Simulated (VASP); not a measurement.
# In2O3 (R-3c) in VASP: single point with PBEsol

Aim: the single point of In2O3 with PBEsol.

Everything below comes from runs of VASP 6.6.1. Logs are shortened: lines on timing, memory, paths and dates and some standing lists are left out, and cuts for length are marked.

## (1) The cell of the first run

Symmetry: R-3c, No. 167, trigonal system. The conventional cell has a = 5.512 Å, b = 5.512 Å, c = 14.537 Å, α = 90.00°, β = 90.00°, γ = 120.00°. In (site symmetry 3) has 6 O at 2.13 to 2.26 Å within 2.8 Å. O (site symmetry 2) has 4 In at 2.13 to 2.26 Å within 2.8 Å.

## (2) Single point, PBEsol

Input file INCAR:

```
PREC = Accurate ; ENCUT = 520
EDIFF = 1E-7 ; ISMEAR = 0
SIGMA = 0.02 ; LREAL = F
LASPH = T ; NELM = 80
ALGO = Normal ; ISIF = 2
LWAVE = F ; LCHARG = F
GGA = PS ; NBANDS = 55
```

Input file KPOINTS:

```
regular mesh
0
Gamma
  6 6 6
```

Input file POSCAR:

```
In2O3
1.0
    2.7562376500      1.5913145492      4.8456486708
   -2.7562376500      1.5913145492      4.8456486708
    0.0000000000     -3.1826290983      4.8456486708
In O
4 6
Direct
    0.3574484470      0.3574484470      0.3574484470
    0.1425515530      0.1425515530      0.1425515530
    0.6425515530      0.6425515530      0.6425515530
    0.8574484470      0.8574484470      0.8574484470
    0.5458856559      0.9541143441      0.2500000000
    0.2500000000      0.5458856559      0.9541143441
    0.9541143441      0.2500000000      0.5458856559
    0.4541143441      0.0458856559      0.7500000000
    0.7500000000      0.4541143441      0.0458856559
    0.0458856559      0.7500000000      0.4541143441
```

Potentials or basis: VASP PAW PBE potentials, release 64 (In_d, O).

The run is started by

```console
cat potpaw_PBE.64/In_d/POTCAR potpaw_PBE.64/O/POTCAR > POTCAR
mpirun -np 1 vasp_std > vasp.out
```

OUTCAR:

```text
PREC = Accurate
   ENCUT = 520
   EDIFF = 1E-7
   ISMEAR = 0
   LREAL = F
   LASPH = T
   NELM = 80
   ISIF = 2
   GGA = PS

 ion  position               nearest neighbor table
   1  0.357  0.357  0.357-   8 2.13   9 2.13  10 2.13   6 2.26   5 2.26   7 2.26   2 3.12   3 3.26
                             3 3.26   3 3.26   2 3.62   2 3.62   2 3.62   4 4.00   4 4.00   4 4.00
   2  0.143  0.143  0.143-   8 2.13  10 2.13   9 2.13   7 2.26   5 2.26   6 2.26   1 3.12   4 3.26
                             4 3.26   4 3.26   1 3.62   1 3.62   1 3.62   3 4.00   3 4.00   3 4.00
   3  0.643  0.643  0.643-   5 2.13   6 2.13   7 2.13   9 2.26   8 2.26  10 2.26   4 3.12   1 3.26
                             1 3.26   1 3.26   4 3.62   4 3.62   4 3.62   2 4.00   2 4.00   2 4.00
   4  0.857  0.857  0.857-   5 2.13   7 2.13   6 2.13  10 2.26   8 2.26   9 2.26   3 3.12   2 3.26
                             2 3.26   2 3.26   3 3.62   3 3.62   3 3.62   1 4.00   1 4.00   1 4.00
   5  0.546  0.954  0.250-   3 2.13   4 2.13   1 2.26   2 2.26
   6  0.250  0.546  0.954-   3 2.13   4 2.13   1 2.26   2 2.26
   7  0.954  0.250  0.546-   4 2.13   3 2.13   2 2.26   1 2.26
   8  0.454  0.046  0.750-   1 2.13   2 2.13   3 2.26   4 2.26
   9  0.750  0.454  0.046-   1 2.13   2 2.13   3 2.26   4 2.26
  10  0.046  0.750  0.454-   2 2.13   1 2.13   4 2.26   3 2.26

  LATTYP: Found a trigonal (rhomboedric) cell.
 ALAT       =     5.7973648340
 COS(alpha) =     0.5479337826

  Lattice vectors:

 A1 = (   2.7562376500,   1.5913145492,   4.8456486708)
 A2 = (  -2.7562376500,   1.5913145492,   4.8456486708)
 A3 = (   0.0000000000,  -3.1826290983,   4.8456486708)

Analysis of symmetry for initial positions (statically):
=====================================================================
 Subroutine PRICEL returns:
 Original cell was already a primitive cell.

 Routine SETGRP: Setting up the symmetry group for a
 trigonal (rhombohedral) supercell.

 Subroutine GETGRP returns: Found 12 space group operations
 (whereof  6 operations were pure point group operations)
 out of a pool of 12 trial point group operations.

The static configuration has the point symmetry S_6 .
 The point group associated with its full space group is D_3d.

Analysis of symmetry for dynamics (positions and initial velocities):
=====================================================================
 Subroutine PRICEL returns:
 Original cell was already a primitive cell.

 Routine SETGRP: Setting up the symmetry group for a
 trigonal (rhombohedral) supercell.

 Subroutine GETGRP returns: Found 12 space group operations
 (whereof  6 operations were pure point group operations)
 out of a pool of 12 trial point group operations.

The dynamic configuration has the point symmetry S_6 .
 The point group associated with its full space group is D_3d.

 Subroutine INISYM returns: Found 12 space group operations
 (whereof  6 operations are pure point group operations),
 and found     1 'primitive' translations

----------------------------------------------------------------------------------------

                                     Primitive cell

  volume of cell :     127.5193

  direct lattice vectors                    reciprocal lattice vectors
     2.756237650  1.591314549  4.845648671     0.181406709  0.104735212  0.068790240
    -2.756237650  1.591314549  4.845648671    -0.181406709  0.104735212  0.068790240
     0.000000000 -3.182629098  4.845648671     0.000000000 -0.209470424  0.068790240

  length of vectors
     5.797364834  5.797364834  5.797364834     0.220476655  0.220476655  0.220476655

  position of ions in fractional coordinates (direct lattice)
     0.357448447  0.357448447  0.357448447
     0.142551553  0.142551553  0.142551553
     0.642551553  0.642551553  0.642551553
     0.857448447  0.857448447  0.857448447
     0.545885656  0.954114344  0.250000000
     0.250000000  0.545885656  0.954114344
     0.954114344  0.250000000  0.545885656
     0.454114344  0.045885656  0.750000000
     0.750000000  0.454114344  0.045885656
     0.045885656  0.750000000  0.454114344

  ion indices of the primitive-cell ions
   primitive index   ion index
                 1           1
                 2           2
                 3           3
                 4           4
                 5           5
                 6           6
                 7           7
                 8           8
                 9           9
                10          10

----------------------------------------------------------------------------------------

 KPOINTS: regular mesh

Automatic generation of k-mesh.
 Grid dimensions read from file:
 generate k-points for:    6    6    6

 Generating k-lattice:

  Cartesian coordinates                     Fractional coordinates (reciprocal lattice)
     0.030234451  0.017455869  0.011465040     0.166666667  0.000000000  0.000000000
    -0.030234451  0.017455869  0.011465040     0.000000000  0.166666667  0.000000000
     0.000000000 -0.034911737  0.011465040     0.000000000  0.000000000  0.166666667

  Length of vectors
     0.036746109  0.036746109  0.036746109

  Shift w.r.t. Gamma in fractional coordinates (k-lattice)
     0.000000000  0.000000000  0.000000000

 Subroutine IBZKPT returns following result:
 ===========================================

 Found     32 irreducible k-points:

 Following reciprocal coordinates:
            Coordinates               Weight
  0.000000  0.000000  0.000000      1.000000
  0.166667  0.000000 -0.000000      6.000000
  0.333333  0.000000 -0.000000      6.000000
  0.500000  0.000000  0.000000      3.000000
  0.166667  0.166667 -0.000000      6.000000
  0.333333  0.166667  0.000000     12.000000
[... 16 lines left out ...]
  0.500000  0.500000  0.166667      6.000000
 -0.333333  0.500000  0.166667     12.000000
 [... further k-points ...]
   k-points           NKPTS =     32   k-points in BZ     NKDIM =     32   number of bands    NBANDS=     55
   number of dos      NEDOS =    301   number of ions     NIONS =     10
   total plane-waves  NPLWV = 110592
   dimension x,y,z NGX =    48 NGY =   48 NGZ =   48
   dimension x,y,z NGXF=    96 NGYF=   96 NGZF=   96
   ions per type =               4   6
   NGX,Y,Z   is equivalent  to a cutoff of  13.76, 13.76, 13.76 a.u.
   NGXF,Y,Z  is equivalent  to a cutoff of  27.53, 27.53, 27.53 a.u.
 SYSTEM =  unknown system
   PREC   = accura    normal or accurate (medium, high low for compatibility)
   ISTART =      0    job   : 0-new  1-cont  2-samecut
   ICHARG =      2    charge: 1-file 2-atom 10-const
   ISPIN  =      1    spin polarized calculation?
   LNONCOLLINEAR =      F non collinear calculations
   LSORBIT =      F    spin-orbit coupling
   LASPH  =      T    aspherical Exc in radial PAW
   ENCUT  =  520.0 eV  38.22 Ry    6.18 a.u.  10.78 10.78 10.78*2*pi/ulx,y,z
   NELM   =     80;   NELMIN=  2; NELMDL= -5     # of ELM steps
   EDIFF  = 0.1E-06   stopping-criterion for ELM
   LREAL  =      F    real-space projection
   EDIFFG = 0.1E-05   stopping-criterion for IOM
   NSW    =      0    number of steps for IOM
   IBRION =     -1    ionic relax: 0-MD 1-quasi-New 2-CG
   NFREE  =      0    steps in history (QN), initial steepest desc. (CG)
   ISIF   =      2    stress and relaxation
   ISYM   =      2    0-nonsym 1-usesym 2-fastsym
   POTIM  = 0.5000    time-step for ionic-motion
   TEBEG  =    0.0;   TEEND  =   0.0 temperature during run
   PSTRESS=    0.0 pullay stress
   NELECT =      88.0000    total number of electrons
   NUPDOWN=      -1.0000    fix difference up-down
   EMIN   =  10.00;   EMAX   =-10.00  energy-range for DOS
   EFERMI =   0.00;   METHOD = LEGACY
   ISMEAR =     0;   SIGMA  =   0.02  broadening in eV -4-tet -1-fermi 0-gaus
   EFERMI_NEDOS =   21; number of points for ismear=-14 and -15
   IALGO  =     38    algorithm
   IMIX   =      4    mixing-type and parameters
     AMIX     =   0.40;   BMIX     =  1.00
     AMIX_MAG =   1.60;   BMIX_MAG =  1.00
  volume/ion in A,a.u.               =      12.75        86.05
  Fermi-wavevector in a.u.,A,eV,Ry     =   1.446695  2.733858 28.476008  2.092928
  Thomas-Fermi vector in A             =   2.564735
   LORBIT       =      0    0 simple, 1 ext, 2 COOP (PROOUT), +10 PAW based schemes
   GGA     = PS    functional components
   LHFCALC =     F    Hartree Fock is set to
   AEXX    =    0.0000 exact exchange contribution
   IVDW    =     0    specifies the selected vdW correction
   LEPSILON=     F    determine dielectric tensor
   LRPA    =     F    only Hartree local field effects (RPA)
 non-spin polarized calculation
 Gauss-broadening in eV      SIGMA  =   0.02
  energy-cutoff  :      520.00
  volume of cell :      127.52
 maximum number of plane-waves:      3452
 NGX is ok and might be reduce to    48
   NGX = 21   NGY = 21   NGZ = 21

 number of electron      88.0000015 magnetization

 Free energy of the ion-electron system (eV)
  ---------------------------------------------------
  ext. energy  EPLUGINS =         0.00000000
  ---------------------------------------------------
  free energy    TOTEN  =       -59.38985937 eV

  energy without entropy =      -59.38985937  energy(sigma->0) =      -59.38985937

 E-fermi :   5.4900     XC(G=0): -11.4509

 val. band max:        5.3499921554   @ k =   0.3333   0.0000  -0.0000
 cond. band min:       6.4585100889   @ k =   0.0000   0.0000   0.0000
 fundamental gap:      1.1085179335
 Fermi energy:         5.4899842754

 k-point     1 :       0.0000    0.0000    0.0000
  band No.  band energies     occupation
      1     -12.1892      2.00000
      2     -11.2796      2.00000
      3     -11.2796      2.00000
      4     -11.0692      2.00000
      5     -11.0692      2.00000
      6     -10.9828      2.00000
[... 47 lines left out ...]
     54      15.0383      0.00000
     55      15.6495      0.00000

 k-point     2 :       0.1667    0.0000   -0.0000
  band No.  band energies     occupation
      1     -12.1117      2.00000
      2     -11.2709      2.00000
      3     -11.2647      2.00000
      4     -11.1400      2.00000
      5     -11.0856      2.00000
      6     -11.0078      2.00000
[... 1268 lines left out ...]
 k-point    24 :      -0.3333    0.5000    0.1667
  band No.  band energies     occupation
      1     -11.6685      2.00000
      2     -11.5201      2.00000
      3     -11.2980      2.00000
      4     -11.2278      2.00000
      5     -11.1176      2.00000
      6     -11.0200      2.00000
[... 47 lines left out ...]
     54      15.7434      0.00000
     55      16.4221      0.00000

 [... further k-points ...]
[... 5 lines left out ...]
  --------------------------------------------------------------------------------------
  -------------------------------------------------------------------------------------
  Total        0.4345023      0.4345023      0.3092292     -0.0000000      0.0000000      0.0000000
  in kB        5.4591726      5.4591726      3.8852163     -0.0000000      0.0000000      0.0000000
  external PRESSURE =       4.9345205 kB  Pullay stress =       0.0000000 kB

 VOLUME and BASIS-vectors are now :
 -----------------------------------------------------------------------------
  energy-cutoff  :      520.00
  volume of cell :      127.52
      direct lattice vectors                 reciprocal lattice vectors
     2.756237650  1.591314549  4.845648671     0.181406709  0.104735212  0.068790240
    -2.756237650  1.591314549  4.845648671    -0.181406709  0.104735212  0.068790240
     0.000000000 -3.182629098  4.845648671     0.000000000 -0.209470424  0.068790240

 POSITION                                       TOTAL-FORCE (eV/Angst)
 -----------------------------------------------------------------------------------
      0.00000      0.00000      5.19621        -0.000000     -0.000000     -0.003166
      0.00000      0.00000      2.07226        -0.000000      0.000000      0.003166
      0.00000      0.00000      9.34074        -0.000000      0.000000      0.003166
      0.00000      0.00000     12.46468        -0.000000     -0.000000     -0.003166
     -1.12518      1.59131      8.47989        -0.007204     -0.000000     -0.000000
     -0.81553     -1.77009      8.47989         0.003602     -0.006239     -0.000000
      1.94071      0.17877      8.47989         0.003602      0.006239     -0.000000
      1.12518     -1.59131      6.05706         0.007204     -0.000000     -0.000000
      0.81553      1.77009      6.05706        -0.003602      0.006239     -0.000000
     -1.94071     -0.17877      6.05706        -0.003602     -0.006239     -0.000000
 -----------------------------------------------------------------------------------
    total drift:                               -0.000000      0.000000      0.000000

  FREE ENERGIE OF THE ION-ELECTRON SYSTEM (eV)
  ---------------------------------------------------
  free  energy   TOTEN  =       -59.3898593662 eV

  energy  without entropy=      -59.3898593662  energy(sigma->0) =      -59.38985937
```

Run time: 11 min. Hardware: 1 thread of AMD EPYC 7R13, shared host; peak memory 0.37 GiB.

Results:

| Item | Value |
| --- | --- |
| Free energy | -59.3899 eV |
| Pressure | 0.5 GPa |
| Largest force | 0.007 eV/Å |
| Band gap on the k mesh | 1.11 eV, indirect (least direct gap 1.16 eV) |

Forces on the atoms (eV/Å):
```
In   0.000  0.000 -0.003
In   0.000  0.000  0.003
In   0.000  0.000  0.003
In   0.000  0.000 -0.003
O   -0.007  0.000  0.000
O    0.004 -0.006  0.000
O    0.004  0.006  0.000
O    0.007  0.000  0.000
O   -0.004  0.006  0.000
O   -0.004 -0.006  0.000
```

Levels at points of the mesh, in eV from the valence-band top:
```csv
k point,band 42,band 43,band 44,band 45,band 46,band 47
"(0.00, 0.00, 0.00)",-0.26,-0.05,-0.05,1.11,5.35,6.10
"(0.50, 0.00, 0.00)",-0.74,-0.06,-0.06,4.82,4.82,5.73
"(0.50, 0.50, 0.00)",-0.34,-0.09,-0.04,5.04,5.37,6.32
"(0.50, 0.50, 0.50)",-0.19,-0.19,-0.19,4.26,4.26,7.02
```

Caveat: the PAW data sets were made with another functional, which shifts forces and pressure a little; spin-orbit coupling is left out, which moves the levels of the heavy elements.
